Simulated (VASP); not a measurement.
Ca: single point with LDA

Crystal: Ca.

```xyz
2
Lattice="3.7742 0.0000 0.0000 -1.8871 3.2686 0.0000 0.0000 0.0000 6.2203" Properties=species:S:1:pos:R:3 pbc="T T T"
Ca    0.0000    2.1790    1.5551
Ca    1.8871    1.0895    4.6653
```

| Property | Result |
| --- | --- |
| Program | VASP 6.6.1 |
| Task | single point |
| Functional | LDA |
| Potentials or basis | VASP PAW LDA potentials, release 64 (Ca_sv) |
| Cutoff | 520 eV |
| k mesh | 10 × 10 × 6 |
| Occupations | fermi-dirac, width 0.1 eV |
| Spin | no spin polarisation |

```
Pressure               : 0.0 GPa
Band gap on the k mesh : zero (band 10 reaches 2.36 eV, above the bottom of band 11 at 2.11 eV)
```

Levels at points of the mesh, in eV from the Fermi level:
```tsv
k point	band 8	band 9	band 10	band 11	band 12	band 13
(0.00, 0.00, 0.00)	-22.54	-4.21	-1.14	-0.08	2.26	2.31
(0.50, 0.00, 0.00)	-22.58	-1.14	-0.63	0.11	0.30	1.43
(0.00, 0.00, 0.50)	-22.57	-3.13	-3.13	1.36	1.36	2.30
(0.50, 0.00, 0.50)	-22.60	-0.77	-0.77	0.23	0.23	1.43
```

Run time: 35 s on 1 thread of Intel(R) Xeon(R) 6975P-C (Granite Rapids), with other jobs on the host, peak memory 0.19 GiB.
